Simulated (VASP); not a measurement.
# Ti in VASP: further runs

Ti is run at these levels: PBE; tasks: single point.

Everything below comes from runs of VASP 6.6.1. Logs are shortened: lines on timing, memory, paths and dates and some standing lists are left out, and cuts for length are marked.

## (1) The cell of the first run

It takes space group I4/mmm (No. 139, tetragonal). Conventional cell: a = 2.866 Å, b = 2.866 Å, c = 4.174 Å, α = 90.00°, β = 90.00°, γ = 90.00°. Ti (site symmetry 4/mmm) has 12 Ti at 2.87 to 2.91 Å within 3.8 Å.

## (2) Single point, PBE (strained)

Input file INCAR:

```
SYSTEM = Ti
ALGO = Fast ; EDIFF = 1E-6
ENCUT = 520 ; GGA = PE
ISIF = 2 ; ISMEAR = 0
LASPH = .TRUE. ; LCHARG = .FALSE.
LREAL = .FALSE. ; LWAVE = .FALSE.
NBANDS = 12 ; NELM = 80
PREC = Accurate ; SIGMA = 0.1
```

Input file KPOINTS:

```
k-points
0
G
  16 16 16
  0 0 0
```

Input file POSCAR:

```
Ti
1.0
    0.0000000000      2.0263460000      2.0263460000
    2.0872460000      0.0000000000      2.0263460000
    2.0872460000      2.0263460000      0.0000000000
Ti
1
Direct
    0.0000000000      0.0000000000      0.0000000000
```

Potentials or basis: VASP PAW PBE potentials, release 64 (Ti_sv).

On the command line:

```console
$ cat potpaw_PBE.64/Ti_sv/POTCAR > POTCAR
$ mpirun -np 1 vasp_std > vasp.out
```

OUTCAR:

```text
SYSTEM = Ti
   EDIFF = 1E-6
   ENCUT = 520
   GGA = PE
   ISIF = 2
   ISMEAR = 0
   LASPH = .TRUE.
   LREAL = .FALSE.
   NELM = 80
   PREC = Accurate

 ion  position               nearest neighbor table
   1  0.000  0.000  0.000-

  LATTYP: Found a body centered tetragonal cell.
 ALAT       =     2.8656859953
 C/A-ratio  =     1.4567164745

  Lattice vectors:

 A1 = (   2.0872460000,   0.0000000000,   2.0263460000)
 A2 = (   2.0872460000,   0.0000000000,  -2.0263460000)
 A3 = (  -2.0872460000,   2.0263460000,   0.0000000000)

Analysis of symmetry for initial positions (statically):
=====================================================================
 Subroutine PRICEL returns:
 Original cell was already a primitive cell.

 Routine SETGRP: Setting up the symmetry group for a
 body centered tetragonal supercell.

 Subroutine GETGRP returns: Found 16 space group operations
 (whereof 16 operations were pure point group operations)
 out of a pool of 16 trial point group operations.

The static configuration has the point symmetry D_4h.

Analysis of symmetry for dynamics (positions and initial velocities):
=====================================================================
 Subroutine PRICEL returns:
 Original cell was already a primitive cell.

 Routine SETGRP: Setting up the symmetry group for a
 body centered tetragonal supercell.

 Subroutine GETGRP returns: Found 16 space group operations
 (whereof 16 operations were pure point group operations)
 out of a pool of 16 trial point group operations.

The dynamic configuration has the point symmetry D_4h.

 Subroutine INISYM returns: Found 16 space group operations
 (whereof 16 operations are pure point group operations),
 and found     1 'primitive' translations

----------------------------------------------------------------------------------------

                                     Primitive cell

  volume of cell :      17.1408

  direct lattice vectors                    reciprocal lattice vectors
     0.000000000  2.026346000  2.026346000    -0.239550106  0.246749568  0.246749568
     2.087246000  0.000000000  2.026346000     0.239550106 -0.246749568  0.246749568
     2.087246000  2.026346000  0.000000000     0.239550106  0.246749568 -0.246749568

  length of vectors
     2.865685995  2.909067544  2.909067544     0.423266998  0.423266998  0.423266998

  position of ions in fractional coordinates (direct lattice)
     0.000000000  0.000000000  0.000000000

  ion indices of the primitive-cell ions
   primitive index   ion index
                 1           1

----------------------------------------------------------------------------------------

 KPOINTS: k-points

Automatic generation of k-mesh.
 Grid dimensions read from file:
 generate k-points for:   16   16   16

 Generating k-lattice:

  Cartesian coordinates                     Fractional coordinates (reciprocal lattice)
    -0.014971882  0.015421848  0.015421848     0.062500000 -0.000000000 -0.000000000
     0.014971882 -0.015421848  0.015421848     0.000000000  0.062500000  0.000000000
     0.014971882  0.015421848 -0.015421848     0.000000000  0.000000000  0.062500000

  Length of vectors
     0.026454187  0.026454187  0.026454187

  Shift w.r.t. Gamma in fractional coordinates (k-lattice)
     0.000000000  0.000000000  0.000000000

 Subroutine IBZKPT returns following result:
 ===========================================

 Found    349 irreducible k-points:

 Following reciprocal coordinates:
            Coordinates               Weight
  0.000000  0.000000  0.000000      1.000000
  0.062500  0.000000  0.000000      8.000000
  0.125000  0.000000  0.000000      8.000000
  0.187500  0.000000  0.000000      8.000000
  0.250000  0.000000  0.000000      8.000000
  0.312500 -0.000000 -0.000000      8.000000
[... 16 lines left out ...]
 -0.125000  0.062500 -0.000000     16.000000
 -0.062500  0.062500 -0.000000      8.000000
 [... further k-points ...]
   k-points           NKPTS =    349   k-points in BZ     NKDIM =    349   number of bands    NBANDS=     12
   number of dos      NEDOS =    301   number of ions     NIONS =      1
   total plane-waves  NPLWV =  13824
   dimension x,y,z NGX =    24 NGY =   24 NGZ =   24
   dimension x,y,z NGXF=    48 NGYF=   48 NGZF=   48
   ions per type =               1
   NGX,Y,Z   is equivalent  to a cutoff of  13.92, 13.72, 13.72 a.u.
   NGXF,Y,Z  is equivalent  to a cutoff of  27.85, 27.43, 27.43 a.u.
 SYSTEM =  Ti
   PREC   = accura    normal or accurate (medium, high low for compatibility)
   ISTART =      0    job   : 0-new  1-cont  2-samecut
   ICHARG =      2    charge: 1-file 2-atom 10-const
   ISPIN  =      1    spin polarized calculation?
   LNONCOLLINEAR =      F non collinear calculations
   LSORBIT =      F    spin-orbit coupling
   LASPH  =      T    aspherical Exc in radial PAW
   ENCUT  =  520.0 eV  38.22 Ry    6.18 a.u.   5.33  5.41  5.41*2*pi/ulx,y,z
   NELM   =     80;   NELMIN=  2; NELMDL= -5     # of ELM steps
   EDIFF  = 0.1E-05   stopping-criterion for ELM
   LREAL  =      F    real-space projection
   EDIFFG = 0.1E-04   stopping-criterion for IOM
   NSW    =      0    number of steps for IOM
   IBRION =     -1    ionic relax: 0-MD 1-quasi-New 2-CG
   NFREE  =      0    steps in history (QN), initial steepest desc. (CG)
   ISIF   =      2    stress and relaxation
   ISYM   =      2    0-nonsym 1-usesym 2-fastsym
   POTIM  = 0.5000    time-step for ionic-motion
   TEBEG  =    0.0;   TEEND  =   0.0 temperature during run
   PSTRESS=    0.0 pullay stress
   NELECT =      12.0000    total number of electrons
   NUPDOWN=      -1.0000    fix difference up-down
   EMIN   =  10.00;   EMAX   =-10.00  energy-range for DOS
   EFERMI =   0.00;   METHOD = LEGACY
   ISMEAR =     0;   SIGMA  =   0.10  broadening in eV -4-tet -1-fermi 0-gaus
   EFERMI_NEDOS =   21; number of points for ismear=-14 and -15
   IALGO  =     68    algorithm
   IMIX   =      4    mixing-type and parameters
     AMIX     =   0.40;   BMIX     =  1.00
     AMIX_MAG =   1.60;   BMIX_MAG =  1.00
  volume/ion in A,a.u.               =      17.14       115.67
  Fermi-wavevector in a.u.,A,eV,Ry     =   1.453645  2.746990 28.750242  2.113083
  Thomas-Fermi vector in A             =   2.570887
   LORBIT       =      0    0 simple, 1 ext, 2 COOP (PROOUT), +10 PAW based schemes
   GGA     = PE    functional components
   LHFCALC =     F    Hartree Fock is set to
   AEXX    =    0.0000 exact exchange contribution
   IVDW    =     0    specifies the selected vdW correction
   LEPSILON=     F    determine dielectric tensor
   LRPA    =     F    only Hartree local field effects (RPA)
 non-spin polarized calculation
 RMM-DIIS sequential band-by-band and
 Gauss-broadening in eV      SIGMA  =   0.10
  energy-cutoff  :      520.00
  volume of cell :       17.14
 maximum number of plane-waves:       479
 NGX is ok and might be reduce to    24
   NGX = 11   NGY = 11   NGZ = 11

 number of electron      12.0000002 magnetization

 Free energy of the ion-electron system (eV)
  ---------------------------------------------------
  ext. energy  EPLUGINS =         0.00000000
  ---------------------------------------------------
  free energy    TOTEN  =        -7.77955559 eV

  energy without entropy =       -7.76993003  energy(sigma->0) =       -7.77474281

 E-fermi :   8.3569     XC(G=0): -11.5611

 val. band max:        8.3451259279   @ k =   0.3125  -0.1875   0.1250
 cond. band min:       8.3570413562   @ k =   0.3125  -0.3125   0.1250
 fundamental gap:      0.0119154283
 Fermi energy:         8.3569129811

 k-point     1 :       0.0000    0.0000    0.0000
  band No.  band energies     occupation
      1     -48.3290      2.00000
      2     -24.1761      2.00000
      3     -24.1708      2.00000
      4     -24.1708      2.00000
      5       2.2337      2.00000
      6       9.0865      0.00000
      7       9.3265      0.00000
      8       9.3265      0.00000
      9      10.7585      0.00000
     10      11.0372      0.00000
     11      23.6946      0.00000
     12      27.7541      0.00000

 k-point     2 :       0.0625    0.0000    0.0000
  band No.  band energies     occupation
      1     -48.3241      2.00000
      2     -24.2002      2.00000
      3     -24.1782      2.00000
      4     -24.1737      2.00000
      5       2.3619      2.00000
      6       9.0806      0.00000
      7       9.2986      0.00000
      8       9.3732      0.00000
      9      10.7331      0.00000
     10      11.0025      0.00000
     11      23.8005      0.00000
     12      27.1382      0.00000

 k-point     3 :       0.1250    0.0000    0.0000
  band No.  band energies     occupation
      1     -48.3103      2.00000
      2     -24.2780      2.00000
      3     -24.1896      2.00000
      4     -24.1819      2.00000
      5       2.7353      2.00000
      6       8.9352      0.00000
      7       9.3422      0.00000
      8       9.4919      0.00000
      9      10.6892      0.00000
     10      10.9258      0.00000
     11      23.9343      0.00000
     12      25.5487      0.00000

 k-point     4 :       0.1875    0.0000    0.0000
  band No.  band energies     occupation
      1     -48.2895      2.00000
      2     -24.3935      2.00000
      3     -24.2064      2.00000
      4     -24.1942      2.00000
      5       3.3179      2.00000
      6       8.6760      0.00001
      7       9.4155      0.00000
      8       9.6094      0.00000
      9      10.7245      0.00000
     10      10.8929      0.00000
     11      23.0931      0.00000
     12      24.7334      0.00000

 k-point     5 :       0.2500    0.0000    0.0000
  band No.  band energies     occupation
      1     -48.2649      2.00000
      2     -24.5278      2.00000
      3     -24.2261      2.00000
      4     -24.2087      2.00000
      5       4.0401      2.00000
      6       8.4380      0.25159
      7       9.3864      0.00000
      8       9.6221      0.00000
      9      10.9346      0.00000
     10      11.0148      0.00000
     11      21.4247      0.00000
     12      24.4373      0.00000
[... 228 lines left out ...]
      1     -48.2539      2.00000
      2     -24.5701      2.00000
      3     -24.2495      2.00000
      4     -24.2187      2.00000
      5       4.3811      2.00000
      6       8.3324      1.27139
      7       9.3727      0.00000
      8       9.5892      0.00000
      9      10.7891      0.00000
     10      11.3839      0.00000
     11      20.9394      0.00000
     12      24.2116      0.00000

 k-point    22 :      -0.1875    0.0625   -0.0000
  band No.  band energies     occupation
      1     -48.2785      2.00000
      2     -24.4392      2.00000
      3     -24.2301      2.00000
      4     -24.2013      2.00000
      5       3.6416      2.00000
      6       8.5258      0.01695
      7       9.4783      0.00000
      8       9.6340      0.00000
      9      10.5480      0.00000
     10      11.1284      0.00000
     11      22.6455      0.00000
     12      24.5250      0.00000

 k-point    23 :      -0.1250    0.0625   -0.0000
  band No.  band energies     occupation
      1     -48.3005      2.00000
      2     -24.3215      2.00000
      3     -24.2101      2.00000
      4     -24.1872      2.00000
      5       3.0098      2.00000
      6       8.7706      0.00000
      7       9.4565      0.00000
      8       9.5539      0.00000
      9      10.5357      0.00000
     10      11.0169      0.00000
     11      23.9317      0.00000
     12      24.9308      0.00000

 k-point    24 :      -0.0625    0.0625   -0.0000
  band No.  band energies     occupation
      1     -48.3165      2.00000
      2     -24.2376      2.00000
      3     -24.1903      2.00000
      4     -24.1785      2.00000
      5       2.5686      2.00000
      6       8.9711      0.00000
      7       9.3561      0.00000
      8       9.4499      0.00000
      9      10.6402      0.00000
     10      11.0065      0.00000
     11      23.9471      0.00000
     12      26.2271      0.00000

 [... further k-points ...]
[... 5 lines left out ...]
  --------------------------------------------------------------------------------------
  -------------------------------------------------------------------------------------
  Total        0.0479700      0.1741764      0.1741764      0.0000000      0.0000000     -0.0000000
  in kB        4.4838306     16.2805470     16.2805470      0.0000000      0.0000000     -0.0000000
  external PRESSURE =      12.3483082 kB  Pullay stress =       0.0000000 kB

 VOLUME and BASIS-vectors are now :
 -----------------------------------------------------------------------------
  energy-cutoff  :      520.00
  volume of cell :       17.14
      direct lattice vectors                 reciprocal lattice vectors
     0.000000000  2.026346000  2.026346000    -0.239550106  0.246749568  0.246749568
     2.087246000  0.000000000  2.026346000     0.239550106 -0.246749568  0.246749568
     2.087246000  2.026346000  0.000000000     0.239550106  0.246749568 -0.246749568

 POSITION                                       TOTAL-FORCE (eV/Angst)
 -----------------------------------------------------------------------------------
      0.00000      0.00000      0.00000         0.000000      0.000000      0.000000
 -----------------------------------------------------------------------------------
    total drift:                               -0.000000     -0.000000      0.000000

  FREE ENERGIE OF THE ION-ELECTRON SYSTEM (eV)
  ---------------------------------------------------
  free  energy   TOTEN  =        -7.7795555866 eV

  energy  without entropy=       -7.7699300301  energy(sigma->0) =       -7.77474281
```

Wall time 56 s (1 thread of AMD EPYC 9R45 (Zen 5), shared host); peak memory 0.16 GiB.

Results:

* Free energy: -7.7796 eV
* Pressure: 1.2 GPa
* Band gap on the k mesh: zero (bands 6 and 7 overlap by 1.27 eV)

Stress tensor (GPa, compression positive):
```
0.45 0.00 0.00
0.00 1.63 0.00
0.00 0.00 1.63
```

Caveat: the cell differs from its parent crystal (strained).

## (3) Single point, PBE (the cell strained at random)

Input file INCAR:

```
SYSTEM = Ti
ALGO     = Fast           ! electronic algorithm
EDIFF    = 1E-7           ! SCF threshold, eV
ENCUT    = 520            ! plane-wave cutoff, eV
GGA      = PE             ! functional
ISIF     = 2              ! what is computed and relaxed
ISMEAR   = 0              ! smearing method
LASPH    = .TRUE.         ! aspherical terms in the spheres
LCHARG   = .FALSE.        ! write CHGCAR
LREAL    = .FALSE.        ! projectors in reciprocal space
LWAVE    = .FALSE.        ! write WAVECAR
NBANDS   = 12             ! bands
NELM     = 100            ! most SCF steps
PREC     = Accurate       ! precision mode
SIGMA    = 0.1            ! smearing width, eV
```

KPOINTS is that of step 2.

Input file POSCAR:

```
Ti
1.0
   -0.0420616000      1.9967689000      1.9733833000
    1.9414311000      0.0012992000      1.9300225000
    2.0211695000      2.0331465000     -0.0784392000
Ti
1
Direct
    0.0000000000      0.0000000000      0.0000000000
```

Potentials or basis: VASP PAW PBE potentials, release 64 (Ti_sv).

On the command line:

```console
$ cat potpaw_PBE.64/Ti_sv/POTCAR > POTCAR
$ mpirun -np 1 vasp_std > vasp.out
```

OUTCAR:

```text
SYSTEM = Ti
   EDIFF = 1E-7
   ENCUT = 520
   GGA = PE
   ISIF = 2
   ISMEAR = 0
   LASPH = .TRUE.
   LREAL = .FALSE.
   NELM = 100
   PREC = Accurate

 ion  position               nearest neighbor table
   1  0.000  0.000  0.000-

  LATTYP: Found a triclinic cell.
 ALAT       =     2.8076853219
 B/A-ratio  =     1.0022127920
 C/A-ratio  =     1.0214534022
 COS(alpha) =     0.0055397662
 COS(beta)  =     0.4743935602
 COS(gamma) =     0.5257220290

  Lattice vectors:

 A1 = (   0.0420616000,  -1.9967689000,  -1.9733833000)
 A2 = (   1.9834927000,  -1.9954697000,  -0.0433608000)
 A3 = (  -2.0211695000,  -2.0331465000,   0.0784392000)

Analysis of symmetry for initial positions (statically):
=====================================================================
 Subroutine PRICEL returns:
 Original cell was already a primitive cell.

 Routine SETGRP: Setting up the symmetry group for a
 triclinic supercell.

 Subroutine GETGRP returns: Found  2 space group operations
 (whereof  2 operations were pure point group operations)
[... 165 lines left out ...]

 val. band max:        9.0974007289   @ k =  -0.0625  -0.4375   0.0625
 cond. band min:       9.0982915433   @ k =   0.2500   0.1875   0.5000
 fundamental gap:      0.0008908143
 Fermi energy:         9.0982881160

 k-point     1 :       0.0000    0.0000    0.0000
  band No.  band energies     occupation
      1     -47.4881      2.00000
      2     -23.2922      2.00000
      3     -23.2344      2.00000
      4     -23.1881      2.00000
      5       2.8188      2.00000
      6       9.6378      0.00000
      7       9.9598      0.00000
      8      10.3849      0.00000
      9      11.8193      0.00000
     10      11.9143      0.00000
     11      24.7009      0.00000
     12      28.7470      0.00000
[... 331 lines left out ...]
 k-point    24 :      -0.1250    0.0625    0.0000
  band No.  band energies     occupation
      1     -47.4500      2.00000
      2     -23.4334      2.00000
      3     -23.3024      2.00000
      4     -23.2323      2.00000
      5       3.6488      2.00000
      6       9.4845      0.00000
      7       9.9406      0.00000
      8      10.6346      0.00000
      9      11.4795      0.00000
     10      11.9358      0.00000
     11      25.0970      0.00000
     12      26.3724      0.00000

 [... further k-points ...]
[... 5 lines left out ...]
  --------------------------------------------------------------------------------------
  -------------------------------------------------------------------------------------
  Total        0.9611703      0.9210140      0.9752077     -0.1152336      0.1088540      0.3787429
  in kB       95.9927481     91.9823116     97.3946796    -11.5084564     10.8713274     37.8253212
  external PRESSURE =      95.1232464 kB  Pullay stress =       0.0000000 kB

 VOLUME and BASIS-vectors are now :
 -----------------------------------------------------------------------------
  energy-cutoff  :      520.00
  volume of cell :       16.04
      direct lattice vectors                 reciprocal lattice vectors
    -0.042061600  1.996768900  1.973383300    -0.244607537  0.252652815  0.245883368
     1.941431100  0.001299200  1.930022500     0.259859627 -0.248417566  0.256900209
     2.021169500  2.033146500 -0.078439200     0.240064900  0.243874930 -0.241648119

 POSITION                                       TOTAL-FORCE (eV/Angst)
 -----------------------------------------------------------------------------------
      0.00000      0.00000      0.00000        -0.000000     -0.000000      0.000000
 -----------------------------------------------------------------------------------
    total drift:                               -0.000000      0.000000     -0.000000

  FREE ENERGIE OF THE ION-ELECTRON SYSTEM (eV)
  ---------------------------------------------------
  free  energy   TOTEN  =        -7.7309931486 eV

  energy  without entropy=       -7.7230872001  energy(sigma->0) =       -7.72704017
```

OSZICAR:

```text
N       E                     dE             d eps       ncg     rms          rms(c)
DAV:   1     0.871794084833E+02    0.87179E+02   -0.65547E+03 49420   0.123E+03
DAV:   2    -0.434837504116E+01   -0.91528E+02   -0.88992E+02 49920   0.298E+02
DAV:   3    -0.850541157063E+01   -0.41570E+01   -0.41135E+01 67932   0.650E+01
[... 16 lines left out ...]
RMM:  20    -0.773099215405E+01   -0.80375E-06   -0.70743E-06 61545   0.114E-02    0.900E-03
RMM:  21    -0.773099261053E+01   -0.45648E-06   -0.39909E-06 58278   0.890E-03    0.702E-03
RMM:  22    -0.773099284890E+01   -0.23836E-06   -0.24816E-06 58372   0.915E-03    0.317E-03
RMM:  23    -0.773099304969E+01   -0.20080E-06   -0.19408E-06 55702   0.770E-03    0.198E-04
RMM:  24    -0.773099314862E+01   -0.98923E-07   -0.92807E-07 45610   0.511E-03
   1 F= -.77309931E+01 E0= -.77270402E+01  d E =-.790595E-02
```

Run time: 7.2 min. Hardware: 1 thread of AMD EPYC 9R45 (Zen 5), shared host; peak memory 0.44 GiB.

Results:

| Item | Value |
| --- | --- |
| Free energy | -7.7310 eV |
| Pressure | 9.5 GPa |
| Band gap on the k mesh | zero (bands 6 and 7 overlap by 1.19 eV) |

Caveat: the cell differs from its parent crystal (the cell strained at random); the cell stands under pressure.
